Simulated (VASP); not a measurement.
# K in VASP: notebook

The runs below take K through single point, relaxation of the atoms, with PBEsol.

Program: VASP 6.6.1. These are calculated values, not measurements. Logs are shortened: lines on timing, memory, paths and dates and some standing lists are left out, and cuts for length are marked.

## Step 1: The cell of the first run

The cell holds a slab with vacuum, 2 atoms: a = 4.310 Å, b = 4.310 Å, c = 32.421 Å, α = 90.00°, β = 90.00°, γ = 90.00°.

## Step 2: Single point, PBEsol

Input file INCAR:

```
SYSTEM = K
PREC     = Accurate       ! precision mode
ENCUT    = 400            ! plane-wave cutoff, eV
EDIFF    = 1E-6           ! SCF threshold, eV
ISMEAR   = 0              ! smearing method
SIGMA    = 0.1            ! smearing width, eV
LREAL    = .FALSE.        ! projectors in reciprocal space
LASPH    = .TRUE.         ! aspherical terms in the spheres
NELM     = 120            ! most SCF steps
ALGO     = Normal         ! electronic algorithm
ISIF     = 2              ! what is computed and relaxed
LWAVE    = .FALSE.        ! write WAVECAR
LCHARG   = .FALSE.        ! write CHGCAR
LDIPOL   = .TRUE.       
IDIPOL   = 3            
DIPOL    = 0.5 0.5 0.313
GGA      = PS             ! functional
NBANDS   = 16             ! bands
GGA_COMPAT= .FALSE.      
NELMDL   = -8
```

Input file KPOINTS:

```
Automatic mesh
0
G
  4 4 1
  0 0 0
```

Input file POSCAR:

```
K
1.0
    4.3104394900      0.0000000000      0.0000000000
    0.0000000000      4.3104394900      0.0000000000
    0.0000000000      0.0000000000     32.4208789800
K
2
Direct
    0.0000000000      0.0000000000      0.2413538262
    0.0000000000      0.0000000000      0.3851078901
```

Potentials or basis: VASP PAW PBE potentials, release 64 (K_sv).

On the command line:

```sh
cat potpaw_PBE.64/K_sv/POTCAR > POTCAR
mpirun -np 1 vasp_std > vasp.out
```

OUTCAR:

```text
SYSTEM = K
   PREC = Accurate
   ENCUT = 400
   EDIFF = 1E-6
   ISMEAR = 0
   LREAL = .FALSE.
   LASPH = .TRUE.
   NELM = 120
   ISIF = 2
   GGA = PS
   NELMDL = -8

 ion  position               nearest neighbor table
   1  0.000  0.000  0.241-
   2  0.000  0.000  0.385-

  LATTYP: Found a simple tetragonal cell.
 ALAT       =     4.3104394900
 C/A-ratio  =     7.5214787391

  Lattice vectors:

 A1 = (   4.3104394900,   0.0000000000,   0.0000000000)
 A2 = (   0.0000000000,   4.3104394900,   0.0000000000)
 A3 = (   0.0000000000,   0.0000000000,  32.4208789800)

Analysis of symmetry for initial positions (statically):
=====================================================================
 Subroutine PRICEL returns:
 Original cell was already a primitive cell.

 Routine SETGRP: Setting up the symmetry group for a
 simple tetragonal supercell.

 Subroutine GETGRP returns: Found 16 space group operations
 (whereof  8 operations were pure point group operations)
 out of a pool of 16 trial point group operations.

The static configuration has the point symmetry C_4v.
 The point group associated with its full space group is D_4h.

Analysis of symmetry for dynamics (positions and initial velocities):
=====================================================================
 Subroutine PRICEL returns:
 Original cell was already a primitive cell.

 Routine SETGRP: Setting up the symmetry group for a
 simple tetragonal supercell.

 Subroutine GETGRP returns: Found 16 space group operations
 (whereof  8 operations were pure point group operations)
 out of a pool of 16 trial point group operations.

The dynamic configuration has the point symmetry C_4v.
 The point group associated with its full space group is D_4h.

 Subroutine INISYM returns: Found 16 space group operations
 (whereof  8 operations are pure point group operations),
 and found     1 'primitive' translations

----------------------------------------------------------------------------------------

                                     Primitive cell

  volume of cell :     602.3763

  direct lattice vectors                    reciprocal lattice vectors
     4.310439490  0.000000000  0.000000000     0.231994905  0.000000000  0.000000000
     0.000000000  4.310439490  0.000000000     0.000000000  0.231994905  0.000000000
     0.000000000  0.000000000 32.420878980     0.000000000  0.000000000  0.030844321
[... 69 lines left out ...]
   IBRION =     -1    ionic relax: 0-MD 1-quasi-New 2-CG
   NFREE  =      0    steps in history (QN), initial steepest desc. (CG)
   ISIF   =      2    stress and relaxation
   ISYM   =      2    0-nonsym 1-usesym 2-fastsym
   POTIM  = 0.5000    time-step for ionic-motion
   TEBEG  =    0.0;   TEEND  =   0.0 temperature during run
   PSTRESS=    0.0 pullay stress
   NELECT =      18.0000    total number of electrons
   NUPDOWN=      -1.0000    fix difference up-down
   EMIN   =  10.00;   EMAX   =-10.00  energy-range for DOS
   EFERMI =   0.00;   METHOD = LEGACY
   ISMEAR =     0;   SIGMA  =   0.10  broadening in eV -4-tet -1-fermi 0-gaus
   EFERMI_NEDOS =   21; number of points for ismear=-14 and -15
   IALGO  =     38    algorithm
   IMIX   =      4    mixing-type and parameters
     AMIX     =   0.40;   BMIX     =  1.00
     AMIX_MAG =   1.60;   BMIX_MAG =  1.00
  volume/ion in A,a.u.               =     301.19      2032.52
  Fermi-wavevector in a.u.,A,eV,Ry     =   0.508015  0.960009  3.511379  0.258079
  Thomas-Fermi vector in A             =   1.519820
   LORBIT       =      0    0 simple, 1 ext, 2 COOP (PROOUT), +10 PAW based schemes
   GGA     = PS    functional components
   LHFCALC =     F    Hartree Fock is set to
   AEXX    =    0.0000 exact exchange contribution
   IVDW    =     0    specifies the selected vdW correction
   LEPSILON=     F    determine dielectric tensor
   LRPA    =     F    only Hartree local field effects (RPA)
 non-spin polarized calculation
 Gauss-broadening in eV      SIGMA  =   0.10
  energy-cutoff  :      400.00
  volume of cell :      602.38
 maximum number of plane-waves:     10978
   NGX = 15   NGY = 15   NGZ =105

 dipolmoment           0.000000      0.000000     -0.000031 electrons x Angstroem

 number of electron      18.0000009 magnetization

 dipolmoment           0.000000      0.000000      0.000004 electrons x Angstroem

 Free energy of the ion-electron system (eV)
  ---------------------------------------------------
  ext. energy  EPLUGINS =         0.00000000
  ---------------------------------------------------
  free energy    TOTEN  =        -1.84217438 eV

  energy without entropy =       -1.82790271  energy(sigma->0) =       -1.83503854

 E-fermi :  -1.8202     XC(G=0):  -1.8702

 val. band max:       -2.3618670052   @ k =   0.2500   0.0000   0.0000
 cond. band min:      -1.8199460688   @ k =   0.2500   0.2500   0.0000
 fundamental gap:      0.5419209364
 Fermi energy:        -1.8202191600

 k-point     1 :       0.0000    0.0000    0.0000
  band No.  band energies     occupation
      1     -34.2542      2.00000
      2     -34.2535      2.00000
      3     -17.8176      2.00000
      4     -17.7983      2.00000
      5     -17.7465      2.00000
      6     -17.7465      2.00000
[... 91 lines left out ...]
      3     -17.8197      2.00000
      4     -17.8197      2.00000
      5     -17.8176      2.00000
      6     -17.8176      2.00000
[... 8 lines left out ...]
     15       1.0288      0.00000
     16       1.0871      0.00000

------------------------ aborting loop because EDIFF is reached ----------------------------------------

 vacuum level on the upper side and lower side of the slab       (xc-potential included)        -0.006        -0.006

  FORCE on cell =-STRESS in cart. coord.  units (eV):
  Direction    XX          YY          ZZ          XY          YZ          ZX
  --------------------------------------------------------------------------------------
  -------------------------------------------------------------------------------------
  Total       -0.2335677     -0.2335677     -0.0242820      0.0000000      0.0000000      0.0000000
  in kB       -0.6212344     -0.6212344     -0.0645842      0.0000000      0.0000000      0.0000000
  external PRESSURE =      -0.4356843 kB  Pullay stress =       0.0000000 kB

 VOLUME and BASIS-vectors are now :
 -----------------------------------------------------------------------------
  energy-cutoff  :      400.00
  volume of cell :      602.38
      direct lattice vectors                 reciprocal lattice vectors
     4.310439490  0.000000000  0.000000000     0.231994905  0.000000000  0.000000000
     0.000000000  4.310439490  0.000000000     0.000000000  0.231994905  0.000000000
     0.000000000  0.000000000 32.420878980     0.000000000  0.000000000  0.030844321

 POSITION                                       TOTAL-FORCE (eV/Angst)
 -----------------------------------------------------------------------------------
      0.00000      0.00000      7.82490        -0.000000      0.000000      0.003547
      0.00000      0.00000     12.48554         0.000000      0.000000     -0.003547
 -----------------------------------------------------------------------------------
    total drift:                               -0.000000     -0.000000      0.000000

  FREE ENERGIE OF THE ION-ELECTRON SYSTEM (eV)
  ---------------------------------------------------
  free  energy   TOTEN  =        -1.8421743823 eV

  energy  without entropy=       -1.8279027068  energy(sigma->0) =       -1.83503854

 vacuum level on the upper side and lower side of the slab         0.656         0.655
```

OSZICAR:

```text
N       E                     dE             d eps       ncg     rms          rms(c)
DAV:   1     0.712730464023E+02    0.71273E+02   -0.63412E+03   272   0.585E+02
DAV:   2     0.714493856351E+01   -0.64128E+02   -0.62305E+02   264   0.159E+02
DAV:   3    -0.114445047340E+01   -0.82894E+01   -0.82517E+01   336   0.369E+01
[... 16 lines left out ...]
DAV:  20    -0.184215742271E+01   -0.10759E-04   -0.10661E-06   208   0.394E-03    0.138E-03
DAV:  21    -0.184216578278E+01   -0.83601E-05   -0.90635E-07   208   0.254E-03    0.390E-04
DAV:  22    -0.184216967714E+01   -0.38944E-05   -0.16114E-07   184   0.255E-03    0.785E-04
DAV:  23    -0.184217401931E+01   -0.43422E-05   -0.19819E-07   192   0.131E-03    0.312E-04
DAV:  24    -0.184217438230E+01   -0.36299E-06   -0.55131E-09   208   0.447E-04
   1 F= -.18421744E+01 E0= -.18350385E+01  d E =-.142717E-01
```

Wall time 1.9 min (1 thread of Intel Xeon Platinum 8259CL at 2.50GHz (Skylake/Cascade Lake), shared host); peak memory 0.4 GiB.

What came out:

```yaml
Free_energy: -1.8422 eV
Largest_force: 0.004 eV/Å
Band_gap_on_the_k_mesh: zero (bands 9 and 10 overlap by 2.32 eV)
```

Forces on the atoms (eV/Å):
```
K    0.000  0.000  0.004
K    0.000  0.000 -0.004
```

Caveat: the k points lie up to 0.36 Å⁻¹ apart, too coarse for converged energies and pressures of a metal; the PAW data sets were made with another functional, which shifts forces and pressure a little.

## Step 3: Relaxation of the atoms, PBEsol

This run uses another cell than the first one.

Input file INCAR:

```
ALGO = Normal
DIPOL = 0.5 0.5 0.500
EDIFF = 1E-7
EDIFFG = -0.03
ENCUT = 450
GGA = PS
GGA_COMPAT = False
IBRION = 2
IDIPOL = 3
ISIF = 2
ISMEAR = 0
LASPH = True
LCHARG = False
LDIPOL = True
LREAL = False
LWAVE = False
NELM = 120
NELMDL = -8
NELMIN = 4
NSW = 50
PREC = Accurate
SIGMA = 0.1
```

Input file KPOINTS:

```
k-points
0
Gamma
  4 4 1
```

Input file POSCAR:

```
K
1.0
    4.3104394900      0.0000000000      0.0000000000
    0.0000000000      4.3104394900      0.0000000000
    0.0000000000      0.0000000000     20.3104394900
K
2
Direct
    0.0000000000      0.0000000000      0.3938861098
    0.0000000000      0.0000000000      0.6061138902
```

Potentials or basis: VASP PAW PBE potentials, release 64 (K_sv).

On the command line:

```sh
cat potpaw_PBE.64/K_sv/POTCAR > POTCAR
mpirun -np 1 vasp_std > vasp.out
```

Wall time 4.9 min (1 thread of Intel Xeon Platinum 8259CL at 2.50GHz (Skylake/Cascade Lake), shared host); peak memory 0.35 GiB.

The run converged. Its results:

| Item | Value |
| --- | --- |
| Free energy | -1.8415 eV |
| Energy gained by relaxing | 3.9 meV/atom |
| Ionic steps | 6 |
| Largest force after relaxing | 0.016 eV/Å |
| Band gap on the k mesh | zero (bands 9 and 10 overlap by 2.28 eV) |

Forces on the atoms (eV/Å):
```
K    0.000  0.000 -0.016
K    0.000  0.000  0.016
```

The path:
| step | energy change (eV) | largest force (eV/Å) | pressure (GPa) |
| --- | --- | --- | --- |
| 1 | 0.0000 | 0.0521 | -0.03 |
| 2 | -0.0003 | 0.0511 | -0.03 |
| 3 | -0.0010 | 0.0486 | -0.04 |
| 4 | -0.0024 | 0.0442 | -0.04 |
| 5 | -0.0048 | 0.0353 | -0.05 |
| 6 | -0.0079 | 0.0158 | -0.06 |

Final structure:
```
CELL_PARAMETERS angstrom
4.31044 0.00000 0.00000
0.00000 4.31044 0.00000
0.00000 0.00000 20.31044
ATOMIC_POSITIONS crystal
K 0.00000 0.00000 0.38820
K 0.00000 0.00000 0.61180
```

Levels at points of the mesh, in eV from the Fermi level:
```
           k point  band 5  band 6  band 7  band 8  band 9  band 10  band 11  band 12
(0.00, 0.00, 0.00)  -15.94  -15.94  -15.94  -15.94   -1.91    -1.11     0.31     1.37
(0.50, 0.00, 0.00)  -16.01  -15.99  -15.94  -15.93    0.14     0.23     0.95     1.03
(0.50, 0.50, 0.00)  -16.01  -16.01  -16.00  -15.98    1.17     1.62     2.05     2.05
```

Caveat: the k points lie up to 0.36 Å⁻¹ apart, too coarse for converged energies and pressures of a metal; the PAW data sets were made with another functional, which shifts forces and pressure a little.

The gap in the log of VASP goes by the Fermi energy; the results here count the filled bands.